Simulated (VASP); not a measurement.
## PIr: single point with PBE

Crystal: PIr.

```
Ir P
1.0
     0.00000    2.60822    2.60822
     2.60822    0.00000    2.60822
     2.60822    2.60822    0.00000
Ir P
1 1
Direct
  0.00000 0.00000 0.00000
  0.25000 0.25000 0.25000
```

This cell differs from its parent crystal: volume scaled by 0.980.

| Property | Result |
| --- | --- |
| Program | VASP 6.6.1 |
| Task | single point |
| Functional | PBE |
| Potentials or basis | VASP PAW PBE potentials, release 64 (Ir, P) |
| Cutoff | 520 eV |
| k mesh | 12 × 12 × 12 |
| Occupations | gaussian, width 0.05 eV |
| Spin | no spin polarisation |
| Dipole correction | no |
| Further INCAR settings | ALGO = Normal; EDIFF = 1e-06; NBANDS = 14 |

The pressure is 4.0 GPa and the band gap on the k mesh is zero (band 7 reaches 10.84 eV, above the bottom of band 8 at 6.53 eV).

Levels at points of the mesh, in eV from the Fermi level:
```tsv
k point	band 5	band 6	band 7	band 8	band 9	band 10
(0.00, 0.00, 0.00)	-2.89	-2.89	3.67	5.19	5.19	5.19
(0.50, 0.00, 0.00)	-2.50	-2.50	-2.11	2.39	2.39	4.83
(0.50, 0.50, 0.00)	-3.18	-2.04	-2.00	-0.45	-0.45	7.01
```

Run time: 14 s on 1 thread of Intel(R) Xeon(R) 6975P-C (Granite Rapids), with other jobs on the host, peak memory 0.18 GiB.

Caveat: spin-orbit coupling is left out, which moves the levels of the heavy elements.
